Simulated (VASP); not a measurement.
Wanted: the native input for a VASP 6.6.1 run.

```
Task                   : single point
Functional             : PBE
Potentials or basis    : VASP PAW PBE potentials, release 64 (Ta_pv, Ga_d)
Cutoff                 : 520 eV
k mesh                 : 12 × 12 × 12
Occupations            : gaussian, width 0.1 eV
Spin                   : no spin polarisation
Dipole correction      : no
Further INCAR settings : ALGO = Fast; EDIFF = 1e-06; NBANDS = 26
```

The structure of TaGa2 lies in POSCAR:

```
TaGa2
1.0
    3.9018861751      0.0000000000      0.0000000000
    0.0000000000      3.9018861751      0.0000000000
    0.0000000000      0.0000000000      3.7115241909
Ta Ga
1 2
Direct
    0.5000000000      0.5000000000      0.0000000000
    0.0000000000      0.5000000000      0.5000000000
    0.5000000000      0.0000000000      0.5000000000
```

These files were run (other wordings do the same):

INCAR

```
PREC     = Accurate       # precision mode
ENCUT    = 520            # plane-wave cutoff, eV
EDIFF    = 1E-6           # SCF threshold, eV
ISMEAR   = 0              # smearing method
SIGMA    = 0.1            # smearing width, eV
LREAL    = False          # projectors in reciprocal space
LASPH    = True           # aspherical terms in the spheres
NELM     = 80             # most SCF steps
ALGO     = Fast           # electronic algorithm
ISIF     = 2              # what is computed and relaxed
LWAVE    = False          # write WAVECAR
LCHARG   = False          # write CHGCAR
GGA      = PE             # functional
NBANDS   = 26             # bands
```

KPOINTS

```
regular mesh
0
Gamma
  12 12 12
```

Potentials or basis: VASP PAW PBE potentials, release 64 (Ta_pv, Ga_d).

Run with:

```console
$ cat potpaw_PBE.64/Ta_pv/POTCAR potpaw_PBE.64/Ga_d/POTCAR > POTCAR
$ mpirun -np 1 vasp_std > vasp.out
```

Results of the run:

```yaml
Pressure: 0.2 GPa
```

Run time: 4.6 min on 1 thread of Intel Xeon 6975P-C, on a shared host, peak memory 0.37 GiB.
